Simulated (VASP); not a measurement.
Input of a VASP 6.6.1 run:

Contents of INCAR:

```
PREC = Accurate
ENCUT = 520
EDIFF = 1E-6
ISMEAR = 0
SIGMA = 0.1
LREAL = False
LASPH = True
NELM = 80
ALGO = Normal
ISIF = 2
LWAVE = False
LCHARG = False
GGA = PE
IVDW = 12
NBANDS = 19
```

File KPOINTS:

```
regular mesh
0
Gamma
  12 12 8
```

File POSCAR:

```
TiTe2
1.0
    3.6960163674      0.0000000000      0.0000000000
   -1.8480081837      3.2008440670      0.0000000000
    0.0000000000      0.0000000000      6.3838697887
Ti Te
1 2
Direct
    0.0000000000      0.0000000000      0.0000000000
    0.6666666667      0.3333333333      0.2712099107
    0.3333333333      0.6666666667      0.7287900893
```

Potentials or basis: VASP PAW PBE potentials, release 64 (Ti_sv, Te).

Run with:

```bash
$ cat potpaw_PBE.64/Ti_sv/POTCAR potpaw_PBE.64/Te/POTCAR > POTCAR
$ mpirun -np 1 vasp_std > vasp.out
```

**Question.** What does it give for the dispersion energy per atom?

**Answer.** -0.523 eV.

**Question.** What does it give for the largest force?

**Answer.** 0.010 eV/Å.

Forces on the atoms (eV/Å):
```
Ti   0.000  0.000  0.000
Te   0.000  0.000  0.010
Te   0.000  0.000 -0.010
```
